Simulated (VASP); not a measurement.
# Au (P-3m1) in VASP: single point with PBEsol

Aim: the single point of Au with PBEsol.

All numbers are computed with VASP 6.6.1; they aren't measurements. Logs are shortened: lines on timing, memory, paths and dates and some standing lists are left out, and cuts for length are marked.

### Step 1. The cell of the first run

Symmetry: P-3m1, No. 164, trigonal system. Conventional cell: a = 2.839 Å, b = 2.839 Å, c = 4.851 Å, α = 90.00°, β = 90.00°, γ = 120.00°. Within 3.3 Å of Au (site symmetry 3m) lie 9 Au at 2.53 to 2.84 Å.

### Step 2. Single point, PBEsol (strained and its atoms moved)

Input file INCAR:

```
PREC = Accurate ; ENCUT = 520
EDIFF = 1E-6 ; ISMEAR = 0
SIGMA = 0.1 ; LREAL = False
LASPH = True ; NELM = 100
ALGO = Normal ; ISIF = 2
LWAVE = False ; LCHARG = False
GGA = PS ; NBANDS = 18
```

Input file KPOINTS:

```
regular mesh
0
Gamma
  15 15 8
```

Input file POSCAR:

```
Au
1.0
    2.8389824438      0.0000000000      0.0000000000
   -1.4194912219      2.4586309173      0.0000000000
    0.0000000000      0.0000000000      4.8505248000
Au
2
Direct
    0.3333333333      0.6666666667      0.6987704918
    0.6666666667      0.3333333333      0.3012295082
```

Potentials or basis: VASP PAW PBE potentials, release 64 (Au).

Launch:

```bash
cat potpaw_PBE.64/Au/POTCAR > POTCAR
mpirun -np 1 vasp_std > vasp.out
```

OUTCAR:

```text
PREC = Accurate
   ENCUT = 520
   EDIFF = 1E-6
   ISMEAR = 0
   LREAL = False
   LASPH = True
   NELM = 100
   ISIF = 2
   GGA = PS

 ion  position               nearest neighbor table
   1  0.333  0.667  0.699-   2 2.53   2 2.53   2 2.53   2 3.35   2 3.35   2 3.35
   2  0.667  0.333  0.301-   1 2.53   1 2.53   1 2.53   1 3.35   1 3.35   1 3.35

  LATTYP: Found a hexagonal cell.
 ALAT       =     2.8389824438
 C/A-ratio  =     1.7085434292

  Lattice vectors:

 A1 = (   2.8389824438,   0.0000000000,   0.0000000000)
 A2 = (  -1.4194912219,   2.4586309173,   0.0000000000)
 A3 = (   0.0000000000,   0.0000000000,   4.8505248000)

Analysis of symmetry for initial positions (statically):
=====================================================================
 Subroutine PRICEL returns:
 Original cell was already a primitive cell.

 Routine SETGRP: Setting up the symmetry group for a
 hexagonal supercell.

 Subroutine GETGRP returns: Found 12 space group operations
 (whereof 12 operations were pure point group operations)
 out of a pool of 24 trial point group operations.

The static configuration has the point symmetry D_3d.

Analysis of symmetry for dynamics (positions and initial velocities):
=====================================================================
 Subroutine PRICEL returns:
 Original cell was already a primitive cell.

 Routine SETGRP: Setting up the symmetry group for a
 hexagonal supercell.

 Subroutine GETGRP returns: Found 12 space group operations
 (whereof 12 operations were pure point group operations)
 out of a pool of 24 trial point group operations.

The dynamic configuration has the point symmetry D_3d.

 Subroutine INISYM returns: Found 12 space group operations
 (whereof 12 operations are pure point group operations),
 and found     1 'primitive' translations

----------------------------------------------------------------------------------------

                                     Primitive cell

  volume of cell :      33.8567

  direct lattice vectors                    reciprocal lattice vectors
     2.838982444  0.000000000  0.000000000     0.352238881  0.203365213  0.000000000
    -1.419491222  2.458630917  0.000000000     0.000000000  0.406730426  0.000000000
     0.000000000  0.000000000  4.850524800     0.000000000  0.000000000  0.206163259

  length of vectors
     2.838982444  2.838982444  4.850524800     0.406730426  0.406730426  0.206163259

  position of ions in fractional coordinates (direct lattice)
     0.333333333  0.666666667  0.698770492
     0.666666667  0.333333333  0.301229508

  ion indices of the primitive-cell ions
   primitive index   ion index
                 1           1
                 2           2

----------------------------------------------------------------------------------------

 KPOINTS: regular mesh

Automatic generation of k-mesh.
 Grid dimensions read from file:
 generate k-points for:   15   15    8

 Generating k-lattice:

  Cartesian coordinates                     Fractional coordinates (reciprocal lattice)
     0.023482592  0.013557681  0.000000000     0.066666667 -0.000000000  0.000000000
     0.000000000  0.027115362  0.000000000     0.000000000  0.066666667  0.000000000
     0.000000000  0.000000000  0.025770407     0.000000000  0.000000000  0.125000000

  Length of vectors
     0.027115362  0.027115362  0.025770407

  Shift w.r.t. Gamma in fractional coordinates (k-lattice)
     0.000000000  0.000000000  0.000000000

 Subroutine IBZKPT returns following result:
 ===========================================

 Found    192 irreducible k-points:

 Following reciprocal coordinates:
            Coordinates               Weight
  0.000000  0.000000  0.000000      1.000000
  0.066667 -0.000000  0.000000      6.000000
  0.133333 -0.000000  0.000000      6.000000
  0.200000  0.000000  0.000000      6.000000
  0.266667 -0.000000  0.000000      6.000000
  0.333333 -0.000000  0.000000      6.000000
[... 16 lines left out ...]
  0.333333  0.200000  0.000000     12.000000
  0.400000  0.200000  0.000000      6.000000
 [... further k-points ...]
   k-points           NKPTS =    192   k-points in BZ     NKDIM =    192   number of bands    NBANDS=     18
   number of dos      NEDOS =    301   number of ions     NIONS =      2
   total plane-waves  NPLWV =  20736
   dimension x,y,z NGX =    24 NGY =   24 NGZ =   36
   dimension x,y,z NGXF=    48 NGYF=   48 NGZF=   72
   ions per type =               2
   NGX,Y,Z   is equivalent  to a cutoff of  14.05, 14.05, 12.34 a.u.
   NGXF,Y,Z  is equivalent  to a cutoff of  28.11, 28.11, 24.68 a.u.
 SYSTEM =  unknown system
   PREC   = accura    normal or accurate (medium, high low for compatibility)
   ISTART =      0    job   : 0-new  1-cont  2-samecut
   ICHARG =      2    charge: 1-file 2-atom 10-const
   ISPIN  =      1    spin polarized calculation?
   LNONCOLLINEAR =      F non collinear calculations
   LSORBIT =      F    spin-orbit coupling
   LASPH  =      T    aspherical Exc in radial PAW
   ENCUT  =  520.0 eV  38.22 Ry    6.18 a.u.   5.28  5.28  9.02*2*pi/ulx,y,z
   NELM   =    100;   NELMIN=  2; NELMDL= -5     # of ELM steps
   EDIFF  = 0.1E-05   stopping-criterion for ELM
   LREAL  =      F    real-space projection
   EDIFFG = 0.1E-04   stopping-criterion for IOM
   NSW    =      0    number of steps for IOM
   IBRION =     -1    ionic relax: 0-MD 1-quasi-New 2-CG
   NFREE  =      0    steps in history (QN), initial steepest desc. (CG)
   ISIF   =      2    stress and relaxation
   ISYM   =      2    0-nonsym 1-usesym 2-fastsym
   POTIM  = 0.5000    time-step for ionic-motion
   TEBEG  =    0.0;   TEEND  =   0.0 temperature during run
   PSTRESS=    0.0 pullay stress
   NELECT =      22.0000    total number of electrons
   NUPDOWN=      -1.0000    fix difference up-down
   EMIN   =  10.00;   EMAX   =-10.00  energy-range for DOS
   EFERMI =   0.00;   METHOD = LEGACY
   ISMEAR =     0;   SIGMA  =   0.10  broadening in eV -4-tet -1-fermi 0-gaus
   EFERMI_NEDOS =   21; number of points for ismear=-14 and -15
   IALGO  =     38    algorithm
   IMIX   =      4    mixing-type and parameters
     AMIX     =   0.40;   BMIX     =  1.00
     AMIX_MAG =   1.60;   BMIX_MAG =  1.00
  volume/ion in A,a.u.               =      16.93       114.24
  Fermi-wavevector in a.u.,A,eV,Ry     =   1.417971  2.679577 27.356457  2.010643
  Thomas-Fermi vector in A             =   2.539146
   LORBIT       =      0    0 simple, 1 ext, 2 COOP (PROOUT), +10 PAW based schemes
   GGA     = PS    functional components
   LHFCALC =     F    Hartree Fock is set to
   AEXX    =    0.0000 exact exchange contribution
   IVDW    =     0    specifies the selected vdW correction
   LEPSILON=     F    determine dielectric tensor
   LRPA    =     F    only Hartree local field effects (RPA)
 non-spin polarized calculation
 Gauss-broadening in eV      SIGMA  =   0.10
  energy-cutoff  :      520.00
  volume of cell :       33.86
 maximum number of plane-waves:       932
 NGX is ok and might be reduce to    24
   NGX = 11   NGY = 11   NGZ = 19

 number of electron      22.0000000 magnetization

 Free energy of the ion-electron system (eV)
  ---------------------------------------------------
  ext. energy  EPLUGINS =         0.00000000
  ---------------------------------------------------
  free energy    TOTEN  =        -6.69034696 eV

  energy without entropy =       -6.68874898  energy(sigma->0) =       -6.68954797

 E-fermi :   9.4754     XC(G=0): -12.7956

 val. band max:        9.4315091342   @ k =   0.0667  -0.0000   0.0000
 cond. band min:       9.5088502436   @ k =   0.4000   0.0000   0.5000
 fundamental gap:      0.0773411094
 Fermi energy:         9.4754191022

 k-point     1 :       0.0000    0.0000    0.0000
  band No.  band energies     occupation
      1      -0.9558      2.00000
      2       1.3599      2.00000
      3       4.1900      2.00000
      4       4.1900      2.00000
      5       4.2320      2.00000
      6       4.2320      2.00000
[... 10 lines left out ...]
     17      28.5611      0.00000
     18      28.5611      0.00000

 k-point     2 :       0.0667   -0.0000    0.0000
  band No.  band energies     occupation
      1      -0.8130      2.00000
      2       1.4746      2.00000
      3       4.0525      2.00000
      4       4.1590      2.00000
      5       4.2077      2.00000
      6       4.3490      2.00000
[... 10 lines left out ...]
     17      27.7848      0.00000
     18      28.0739      0.00000

 k-point     3 :       0.1333   -0.0000    0.0000
  band No.  band energies     occupation
      1      -0.4018      2.00000
      2       1.7828      2.00000
      3       3.7258      2.00000
      4       4.0276      2.00000
      5       4.2750      2.00000
      6       4.6475      2.00000
[... 10 lines left out ...]
     17      27.0225      0.00000
     18      27.6040      0.00000

 k-point     4 :       0.2000    0.0000    0.0000
  band No.  band energies     occupation
      1       0.2161      2.00000
      2       2.1416      2.00000
      3       3.3353      2.00000
      4       3.9803      2.00000
      5       4.3171      2.00000
      6       5.1027      2.00000
[... 375 lines left out ...]
      4       3.7474      2.00000
      5       4.2439      2.00000
      6       5.2033      2.00000
[... 10 lines left out ...]
     17      23.4844      0.00000
     18      24.2091      0.00000

 k-point    23 :       0.3333    0.2000    0.0000
  band No.  band energies     occupation
      1       2.2044      2.00000
      2       2.4971      2.00000
      3       2.6328      2.00000
      4       3.8228      2.00000
      5       4.6560      2.00000
      6       5.1224      2.00000
[... 10 lines left out ...]
     17      22.4231      0.00000
     18      23.5513      0.00000

 k-point    24 :       0.4000    0.2000    0.0000
  band No.  band energies     occupation
      1       2.1893      2.00000
      2       2.4804      2.00000
      3       2.6031      2.00000
      4       3.8459      2.00000
      5       4.9623      2.00000
      6       4.9675      2.00000
[... 10 lines left out ...]
     17      21.8941      0.00000
     18      23.4078      0.00000

 [... further k-points ...]
[... 5 lines left out ...]
  --------------------------------------------------------------------------------------
  -------------------------------------------------------------------------------------
  Total        4.6970301      4.6970301      7.8453892     -0.0000000      0.0000000      0.0000000
  in kB      222.2742463    222.2742463    371.2618319     -0.0000000      0.0000000      0.0000000
  external PRESSURE =     271.9367748 kB  Pullay stress =       0.0000000 kB

 VOLUME and BASIS-vectors are now :
 -----------------------------------------------------------------------------
  energy-cutoff  :      520.00
  volume of cell :       33.86
      direct lattice vectors                 reciprocal lattice vectors
     2.838982444  0.000000000  0.000000000     0.352238881  0.203365213  0.000000000
    -1.419491222  2.458630917  0.000000000     0.000000000  0.406730426  0.000000000
     0.000000000  0.000000000  4.850524800     0.000000000  0.000000000  0.206163259

 POSITION                                       TOTAL-FORCE (eV/Angst)
 -----------------------------------------------------------------------------------
     -0.00000      1.63909      3.38940         0.000000     -0.000000      5.649034
      1.41949      0.81954      1.46112        -0.000000      0.000000     -5.649034
 -----------------------------------------------------------------------------------
    total drift:                                0.000000     -0.000000      0.000000

  FREE ENERGIE OF THE ION-ELECTRON SYSTEM (eV)
  ---------------------------------------------------
  free  energy   TOTEN  =        -6.6903469607 eV

  energy  without entropy=       -6.6887489842  energy(sigma->0) =       -6.68954797
```

Wall time 27 s (1 thread of Intel Xeon 6975P-C (Granite Rapids), shared host); peak memory 0.22 GiB.

What came out:

| Item | Value |
| --- | --- |
| Free energy | -6.6903 eV |
| Pressure | 27.2 GPa |
| Largest force | 5.649 eV/Å |
| Band gap on the k mesh | zero (band 11 reaches 13.71 eV, above the bottom of band 12 at 7.57 eV) |

Forces in eV/Å, atoms in the order of the input:
```
Au   0.000  0.000  5.649
Au   0.000  0.000 -5.649
```

Stress tensor (GPa, compression positive):
```
22.23  0.00  0.00
 0.00 22.23  0.00
 0.00  0.00 37.13
```

Caveat: the cell differs from its parent crystal (strained and its atoms moved); the PAW data sets were made with another functional, which shifts forces and pressure a little; spin-orbit coupling is left out, which moves the levels of the heavy elements.
